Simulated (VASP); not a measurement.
# C (Amm2) in VASP: further runs

The runs below take C through single point, with PBE.

The COD entry that gives the cell may itself be a prediction, so a difference from it is no test against experiment.

All numbers are computed with VASP 6.6.1; they aren't measurements. Logs are shortened: lines on timing, memory, paths and dates and some standing lists are left out, and cuts for length are marked.

## (1) The cell of the first run

Symmetry: Amm2, No. 38, orthorhombic system. Conventional cell: a = 8.374 Å, b = 2.539 Å, c = 4.398 Å, α = 90.00°, β = 90.00°, γ = 90.00°. Within 2.0 Å of C (site symmetry m) lie 4 C at 1.51 to 1.65 Å. Within 2.0 Å of C (site symmetry m) lie 4 C at 1.47 to 1.60 Å. C (site symmetry m) has 4 C at 1.51 to 1.65 Å within 2.0 Å. Within 2.0 Å of C (site symmetry m) lie 4 C at 1.47 to 1.60 Å.

## (2) Single point, PBE

Contents of INCAR:

```
ALGO = Normal
EDIFF = 1E-7
ENCUT = 520
GGA = PE
ISIF = 2
ISMEAR = 0
LASPH = True
LCHARG = False
LREAL = False
LWAVE = False
NBANDS = 26
NELM = 60
PREC = Accurate
SIGMA = 0.05
```

Contents of KPOINTS:

```
k-points
0
Gamma
  12 12 4
```

Contents of POSCAR:

```
C
1.0
    2.5389641516      0.0000000000      0.0000000000
   -1.2694820758      2.1988074546      0.0000000000
    0.0000000000      0.0000000000      8.3736208784
C
8
Direct
   -0.0110056021     -0.0220112043      0.0929732494
   -0.0110056021     -0.0220112043      0.5929732494
   -0.0110056021     -0.0220112043      0.4070267506
   -0.0110056021     -0.0220112043      0.9070267506
    0.3443389355      0.6886778709      0.1555299995
    0.6776722688      0.3553445376      0.6555299995
    0.3443389355      0.6886778709      0.3444700005
    0.6776722688      0.3553445376      0.8444700005
```

Potentials or basis: VASP PAW PBE potentials, release 64 (C).

On the command line:

```bash
$ cat potpaw_PBE.64/C/POTCAR > POTCAR
$ mpirun -np 1 vasp_std > vasp.out
```

OUTCAR:

```text
EDIFF = 1E-7
   ENCUT = 520
   GGA = PE
   ISIF = 2
   ISMEAR = 0
   LASPH = True
   LREAL = False
   NELM = 60
   PREC = Accurate

 ion  position               nearest neighbor table
   1  0.989  0.978  0.093-   5 1.51   5 1.51   4 1.56   5 1.65
   2  0.989  0.978  0.593-   6 1.47   3 1.56   6 1.60   6 1.60
   3  0.989  0.978  0.407-   7 1.51   7 1.51   2 1.56   7 1.65
   4  0.989  0.978  0.907-   8 1.47   1 1.56   8 1.60   8 1.60
   5  0.344  0.689  0.156-   1 1.51   1 1.51   7 1.58   1 1.65
   6  0.678  0.355  0.656-   2 1.47   8 1.58   2 1.60   2 1.60
   7  0.344  0.689  0.344-   3 1.51   3 1.51   5 1.58   3 1.65
   8  0.678  0.355  0.844-   4 1.47   6 1.58   4 1.60   4 1.60

  LATTYP: Found a hexagonal cell.
 ALAT       =     2.5389641516
 C/A-ratio  =     3.2980461237

  Lattice vectors:

 A1 = (   2.5389641516,   0.0000000000,   0.0000000000)
 A2 = (  -1.2694820758,   2.1988074546,   0.0000000000)
 A3 = (   0.0000000000,   0.0000000000,   8.3736208784)

Analysis of symmetry for initial positions (statically):
=====================================================================
 Subroutine PRICEL returns:
 Original cell was already a primitive cell.

 Routine SETGRP: Setting up the symmetry group for a
 hexagonal supercell.

 Subroutine GETGRP returns: Found  4 space group operations
 (whereof  2 operations were pure point group operations)
 out of a pool of 24 trial point group operations.

The static configuration has the point symmetry C_1h.
 The point group associated with its full space group is C_2v.

Analysis of symmetry for dynamics (positions and initial velocities):
=====================================================================
 Subroutine PRICEL returns:
 Original cell was already a primitive cell.

 Routine SETGRP: Setting up the symmetry group for a
 hexagonal supercell.

 Subroutine GETGRP returns: Found  4 space group operations
 (whereof  2 operations were pure point group operations)
 out of a pool of 24 trial point group operations.

The dynamic configuration has the point symmetry C_1h.
 The point group associated with its full space group is C_2v.

 Subroutine INISYM returns: Found  4 space group operations
 (whereof  2 operations are pure point group operations),
 and found     1 'primitive' translations

----------------------------------------------------------------------------------------

                                     Primitive cell

  volume of cell :      46.7474

  direct lattice vectors                    reciprocal lattice vectors
     2.538964152  0.000000000  0.000000000     0.393861410  0.227395991  0.000000000
    -1.269482076  2.198807455  0.000000000     0.000000000  0.454791982  0.000000000
     0.000000000  0.000000000  8.373620878     0.000000000  0.000000000  0.119422651

  length of vectors
     2.538964152  2.538964152  8.373620878     0.454791982  0.454791982  0.119422651

  position of ions in fractional coordinates (direct lattice)
     0.988994398  0.977988796  0.092973249
     0.988994398  0.977988796  0.592973249
     0.988994398  0.977988796  0.407026751
     0.988994398  0.977988796  0.907026751
     0.344338935  0.688677871  0.155529999
     0.677672269  0.355344538  0.655529999
     0.344338935  0.688677871  0.344470001
     0.677672269  0.355344538  0.844470001

  ion indices of the primitive-cell ions
   primitive index   ion index
                 1           1
                 2           2
                 3           3
                 4           4
                 5           5
                 6           6
                 7           7
                 8           8

----------------------------------------------------------------------------------------

 KPOINTS: k-points

Automatic generation of k-mesh.
 Grid dimensions read from file:
 generate k-points for:   12   12    4

 Generating k-lattice:

  Cartesian coordinates                     Fractional coordinates (reciprocal lattice)
     0.032821784  0.018949666  0.000000000     0.083333333  0.000000000  0.000000000
     0.000000000  0.037899332  0.000000000     0.000000000  0.083333333  0.000000000
     0.000000000  0.000000000  0.029855663     0.000000000  0.000000000  0.250000000

  Length of vectors
     0.037899332  0.037899332  0.029855663

  Shift w.r.t. Gamma in fractional coordinates (k-lattice)
     0.000000000  0.000000000  0.000000000

 Subroutine IBZKPT returns following result:
 ===========================================

 Found    129 irreducible k-points:

 Following reciprocal coordinates:
            Coordinates               Weight
  0.000000  0.000000  0.000000      1.000000
  0.083333  0.000000  0.000000      4.000000
  0.000000  0.083333  0.000000      2.000000
  0.166667  0.000000  0.000000      4.000000
  0.000000  0.166667  0.000000      2.000000
  0.250000  0.000000  0.000000      4.000000
[... 16 lines left out ...]
 -0.083333  0.416667  0.000000      4.000000
 -0.416667  0.333333  0.000000      4.000000
 [... further k-points ...]
   k-points           NKPTS =    129   k-points in BZ     NKDIM =    129   number of bands    NBANDS=     26
   number of dos      NEDOS =    301   number of ions     NIONS =      8
   total plane-waves  NPLWV =  25600
   dimension x,y,z NGX =    20 NGY =   20 NGZ =   64
   dimension x,y,z NGXF=    40 NGYF=   40 NGZF=  128
   ions per type =               8
   NGX,Y,Z   is equivalent  to a cutoff of  13.10, 13.10, 12.71 a.u.
   NGXF,Y,Z  is equivalent  to a cutoff of  26.19, 26.19, 25.41 a.u.
 SYSTEM =  unknown system
   PREC   = accura    normal or accurate (medium, high low for compatibility)
   ISTART =      0    job   : 0-new  1-cont  2-samecut
   ICHARG =      2    charge: 1-file 2-atom 10-const
   ISPIN  =      1    spin polarized calculation?
   LNONCOLLINEAR =      F non collinear calculations
   LSORBIT =      F    spin-orbit coupling
   LASPH  =      T    aspherical Exc in radial PAW
   ENCUT  =  520.0 eV  38.22 Ry    6.18 a.u.   4.72  4.72 15.57*2*pi/ulx,y,z
   NELM   =     60;   NELMIN=  2; NELMDL= -5     # of ELM steps
   EDIFF  = 0.1E-06   stopping-criterion for ELM
   LREAL  =      F    real-space projection
   EDIFFG = 0.1E-05   stopping-criterion for IOM
   NSW    =      0    number of steps for IOM
   IBRION =     -1    ionic relax: 0-MD 1-quasi-New 2-CG
   NFREE  =      0    steps in history (QN), initial steepest desc. (CG)
   ISIF   =      2    stress and relaxation
   ISYM   =      2    0-nonsym 1-usesym 2-fastsym
   POTIM  = 0.5000    time-step for ionic-motion
   TEBEG  =    0.0;   TEEND  =   0.0 temperature during run
   PSTRESS=    0.0 pullay stress
   NELECT =      32.0000    total number of electrons
   NUPDOWN=      -1.0000    fix difference up-down
   EMIN   =  10.00;   EMAX   =-10.00  energy-range for DOS
   EFERMI =   0.00;   METHOD = LEGACY
   ISMEAR =     0;   SIGMA  =   0.05  broadening in eV -4-tet -1-fermi 0-gaus
   EFERMI_NEDOS =   21; number of points for ismear=-14 and -15
   IALGO  =     38    algorithm
   IMIX   =      4    mixing-type and parameters
     AMIX     =   0.40;   BMIX     =  1.00
     AMIX_MAG =   1.60;   BMIX_MAG =  1.00
  volume/ion in A,a.u.               =       5.84        39.43
  Fermi-wavevector in a.u.,A,eV,Ry     =   1.442799  2.726495 28.322822  2.081669
  Thomas-Fermi vector in A             =   2.561278
   LORBIT       =      0    0 simple, 1 ext, 2 COOP (PROOUT), +10 PAW based schemes
   GGA     = PE    functional components
   LHFCALC =     F    Hartree Fock is set to
   AEXX    =    0.0000 exact exchange contribution
   IVDW    =     0    specifies the selected vdW correction
   LEPSILON=     F    determine dielectric tensor
   LRPA    =     F    only Hartree local field effects (RPA)
 non-spin polarized calculation
 Gauss-broadening in eV      SIGMA  =   0.05
  energy-cutoff  :      520.00
  volume of cell :       46.75
 maximum number of plane-waves:      1279
   NGX =  9   NGY =  9   NGZ = 31

 number of electron      31.9999998 magnetization

 Free energy of the ion-electron system (eV)
  ---------------------------------------------------
  ext. energy  EPLUGINS =         0.00000000
  ---------------------------------------------------
  free energy    TOTEN  =       -72.08333257 eV

  energy without entropy =      -72.08333257  energy(sigma->0) =      -72.08333257

 E-fermi :  10.2979     XC(G=0): -13.0984

 val. band max:        9.9975202381   @ k =   0.0000   0.0000   0.0000
 cond. band min:      13.4504384256   @ k =   0.4167   0.0000   0.0000
 fundamental gap:      3.4529181875
 Fermi energy:        10.2979227182

 k-point     1 :       0.0000    0.0000    0.0000
  band No.  band energies     occupation
      1     -11.8189      2.00000
      2     -10.2137      2.00000
      3     -10.1114      2.00000
      4      -6.3338      2.00000
      5      -3.7746      2.00000
      6       2.6791      2.00000
[... 18 lines left out ...]
     25      17.4734      0.00000
     26      17.9146      0.00000

 k-point     2 :       0.0833    0.0000    0.0000
  band No.  band energies     occupation
      1     -11.6511      2.00000
      2     -10.0485      2.00000
      3      -9.9471      2.00000
      4      -6.1839      2.00000
      5      -3.6209      2.00000
      6       2.7604      2.00000
[... 18 lines left out ...]
     25      17.9709      0.00000
     26      18.3374      0.00000

 k-point     3 :       0.0000    0.0833    0.0000
  band No.  band energies     occupation
      1     -11.6512      2.00000
      2     -10.0485      2.00000
      3      -9.9471      2.00000
      4      -6.1837      2.00000
      5      -3.6211      2.00000
      6       2.7588      2.00000
[... 572 lines left out ...]
 k-point    23 :      -0.0833    0.4167    0.0000
  band No.  band energies     occupation
      1      -8.4035      2.00000
      2      -6.8667      2.00000
      3      -6.8099      2.00000
      4      -3.3495      2.00000
      5      -2.6341      2.00000
      6      -1.1293      2.00000
[... 18 lines left out ...]
     25      20.1798      0.00000
     26      21.0688      0.00000

 k-point    24 :      -0.4167    0.3333    0.0000
  band No.  band energies     occupation
      1      -8.3979      2.00000
      2      -6.8606      2.00000
      3      -6.8103      2.00000
      4      -3.3611      2.00000
      5      -2.6190      2.00000
      6      -1.2134      2.00000
[... 18 lines left out ...]
     25      20.2579      0.00000
     26      21.3265      0.00000

 [... further k-points ...]
[... 5 lines left out ...]
  --------------------------------------------------------------------------------------
  -------------------------------------------------------------------------------------
  Total       -2.1349481     -1.1289730     -2.2865256      0.0000000      0.0000000      0.0000000
  in kB      -73.1713134    -38.6934153    -78.3663434      0.0000000      0.0000000      0.0000000
  external PRESSURE =     -63.4103573 kB  Pullay stress =       0.0000000 kB

 VOLUME and BASIS-vectors are now :
 -----------------------------------------------------------------------------
  energy-cutoff  :      520.00
  volume of cell :       46.75
      direct lattice vectors                 reciprocal lattice vectors
     2.538964152  0.000000000  0.000000000     0.393861410  0.227395991  0.000000000
    -1.269482076  2.198807455  0.000000000     0.000000000  0.454791982  0.000000000
     0.000000000  0.000000000  8.373620878     0.000000000  0.000000000  0.119422651

 POSITION                                       TOTAL-FORCE (eV/Angst)
 -----------------------------------------------------------------------------------
      1.26948      2.15041      0.77852         0.000000      2.505425     -0.268130
      1.26948      2.15041      4.96533         0.000000      3.218014     -0.322857
      1.26948      2.15041      3.40829         0.000000      2.505425      0.268130
      1.26948      2.15041      7.59510         0.000000      3.218014      0.322857
      0.00000      1.51427      1.30235        -0.000000     -2.509771      0.275757
      1.26948      0.78133      5.48916         0.000000     -3.213668      0.329451
      0.00000      1.51427      2.88446        -0.000000     -2.509771     -0.275757
      1.26948      0.78133      7.07127         0.000000     -3.213668     -0.329451
 -----------------------------------------------------------------------------------
    total drift:                               -0.000000      0.000097      0.000000

  FREE ENERGIE OF THE ION-ELECTRON SYSTEM (eV)
  ---------------------------------------------------
  free  energy   TOTEN  =       -72.0833325718 eV

  energy  without entropy=      -72.0833325718  energy(sigma->0) =      -72.08333257
```

Wall time 1.7 min (1 thread of Intel Xeon 6975P-C, shared host); peak memory 0.23 GiB.

Results:

| Property | Result |
| --- | --- |
| Free energy | -72.0833 eV |
| Pressure | -6.3 GPa |
| Largest force | 3.234 eV/Å |
| Band gap on the k mesh | 3.45 eV, indirect (least direct gap 3.90 eV) |

Forces on the atoms (eV/Å):
```
C    0.000  2.505 -0.268
C    0.000  3.218 -0.323
C    0.000  2.505  0.268
C    0.000  3.218  0.323
C    0.000 -2.510  0.276
C    0.000 -3.214  0.329
C    0.000 -2.510 -0.276
C    0.000 -3.214 -0.329
```

Stress tensor (GPa, compression positive):
```
-7.32  0.00  0.00
 0.00 -3.87  0.00
 0.00  0.00 -7.84
```

Caveat: forces of over 1 eV/Å act on the atoms, so gaps and moduli don't describe the material at rest. A k mesh can miss the band edges.

## (3) Single point, PBE

This run uses another cell than the first one, of 5.99 Å³/atom, 1.025 times its volume.

Contents of INCAR:

```
SYSTEM = C
PREC = Accurate
ENCUT = 520
EDIFF = 1E-6
ISMEAR = 0
SIGMA = 0.05
LREAL = .FALSE.
LASPH = .TRUE.
NELM = 60
ALGO = Normal
ISIF = 2
LWAVE = .FALSE.
LCHARG = .FALSE.
GGA = PE
NBANDS = 26
```

Contents of KPOINTS:

```
Automatic mesh
0
G
  12 12 4
  0 0 0
```

Contents of POSCAR:

```
C
1.0
    2.5601158911      0.0000000000      0.0000000000
   -1.2800579455      2.2171253983      0.0000000000
    0.0000000000      0.0000000000      8.4433802906
C
8
Direct
   -0.0082542016     -0.0165084032      0.0929732494
   -0.0082542016     -0.0165084032      0.5929732494
   -0.0082542016     -0.0165084032      0.4070267506
   -0.0082542016     -0.0165084032      0.9070267506
    0.3415875349      0.6831750699      0.1555299995
    0.6749208683      0.3498417365      0.6555299995
    0.3415875349      0.6831750699      0.3444700005
    0.6749208683      0.3498417365      0.8444700005
```

Potentials or basis: VASP PAW PBE potentials, release 64 (C).

On the command line:

```bash
$ cat potpaw_PBE.64/C/POTCAR > POTCAR
$ mpirun -np 1 vasp_std > vasp.out
```

Wall time 1.9 min (1 thread of Intel Xeon 6975P-C, shared host); peak memory 0.23 GiB.

The run converged. Its results:

| Quantity | Value |
| --- | --- |
| Free energy | -72.2341 eV |
| Pressure | -17.4 GPa |
| Largest force | 2.233 eV/Å |
| Band gap on the k mesh | 3.80 eV, indirect (least direct gap 4.34 eV) |

Forces on the atoms (eV/Å):
```
C    0.000  1.851 -0.137
C    0.000  2.227 -0.159
C    0.000  1.851  0.137
C    0.000  2.227  0.159
C    0.000 -1.854  0.125
C    0.000 -2.225  0.146
C    0.000 -1.854 -0.125
C    0.000 -2.225 -0.146
```

Stress tensor (GPa, compression positive):
```
-17.86   0.00   0.00
  0.00 -16.01   0.00
  0.00   0.00 -18.25
```

Levels at points of the mesh, in eV from the valence-band top:
| k point | band 13 | band 14 | band 15 | band 16 | band 17 | band 18 | band 19 | band 20 |
| --- | --- | --- | --- | --- | --- | --- | --- | --- |
| (0.00, 0.00, 0.00) | -1.68 | -0.52 | -0.02 | 0.00 | 4.34 | 4.41 | 4.94 | 6.49 |
| (0.50, 0.00, 0.00) | -4.95 | -4.67 | -3.80 | -3.10 | 3.83 | 5.01 | 5.31 | 5.32 |
| (0.00, 0.50, 0.00) | -4.99 | -4.84 | -3.84 | -3.14 | 4.08 | 5.03 | 5.49 | 5.54 |
| (0.00, 0.00, 0.50) | -1.28 | -1.26 | -0.28 | -0.26 | 4.64 | 4.70 | 5.88 | 6.03 |
| (0.50, 0.00, 0.50) | -4.99 | -4.60 | -3.87 | -3.64 | 4.13 | 4.30 | 6.17 | 6.61 |
| (0.00, 0.50, 0.50) | -5.27 | -4.44 | -4.05 | -3.60 | 4.26 | 4.63 | 5.86 | 6.70 |

Caveat: forces of over 1 eV/Å act on the atoms, so gaps and moduli don't describe the material at rest.

(Part 1 of 2 ends here.)
